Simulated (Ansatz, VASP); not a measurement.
**One calculation of CdSe, two programs**

INCAR

```
PREC = Accurate
ENCUT = 500
EDIFF = 1E-6
ISMEAR = 0
SIGMA = 0.01
LREAL = F
LASPH = T
NELM = 120
ALGO = Normal
ISIF = 2
LWAVE = F
LCHARG = T
GGA = PS
LELF = T
LVHAR = T
NBANDS = 16
GGA_COMPAT = F
```

Contents of KPOINTS:

```
regular mesh
0
Gamma
  6 6 6
```

File POSCAR:

```
CdSe
1.0
    0.0000000000      3.0261403398      3.0261403398
    3.0261403398      0.0000000000      3.0261403398
    3.0261403398      3.0261403398      0.0000000000
Cd Se
1 1
Direct
    0.0000000000      0.0000000000      0.0000000000
    0.7500000000      0.7500000000      0.7500000000
```

Input for Ansatz:

```yaml
crystal:
  lattice:
    - [0.0, 3.0261403398, 3.0261403398]
    - [3.0261403398, 0.0, 3.0261403398]
    - [3.0261403398, 3.0261403398, 0.0]
  atoms:
    - { symbol: Cd, position: [0.0, 0.0, 0.0] }
    - { symbol: Se, position: [0.75, 0.75, 0.75] }
kpoints:
  mp_grid: { grid: [6, 6, 6] }
scf:
  occupations: { method: fixed }
  convergence: { dr2_threshold: 1.0e-10 }
hamiltonian:
  xc: pbesol
  pseudopotentials: { kind: paw }
output:
  forces: true
  stress: true
  eigenstates:
    kpoints:
      - [0.0, 0.0, 0.0]
      - [0.5, 0.5, 0.0]
      - [0.5, 0.0, 0.5]
      - [0.0, 0.5, 0.5]
      - [0.0, 0.5, 0.0]
      - [0.5, 0.0, 0.0]
      - [0.0, 0.0, 0.5]
      - [0.5, 0.5, 0.5]
  eigenvalues: true
```

Alike in both runs: task single point; functional PBEsol; k mesh 6 × 6 × 6; no spin polarisation.

|  | VASP | Ansatz |
| --- | --- | --- |
| version | VASP 6.6.1 | Ansatz 0.2.0 |
| potentials or method | VASP PAW PBE potentials, release 64 (Cd, Se) | PAW with Ansatz's default frozen-core files, scalar-relativistic |
| plane-wave cutoff (eV) | 500 | 420 |
| occupations | gaussian, width 0.01 eV | fixed |
| valence electrons in the cell | 18 | 36 |

Ansatz gave:

| Quantity | Value |
| --- | --- |
| gap on the k mesh at the Fermi level (eV) | 0.51 |
| pressure (GPa) | 0.8 |

Q: Which values does VASP return?

A: gap on the k mesh at the Fermi level (eV): 0.51; pressure (GPa): 1.2.

VASP's potentials were made for PBE, not for PBEsol. VASP's potentials hold 18 valence electrons a cell and Ansatz's 36, so a difference there can come from the potentials and not from the codes.
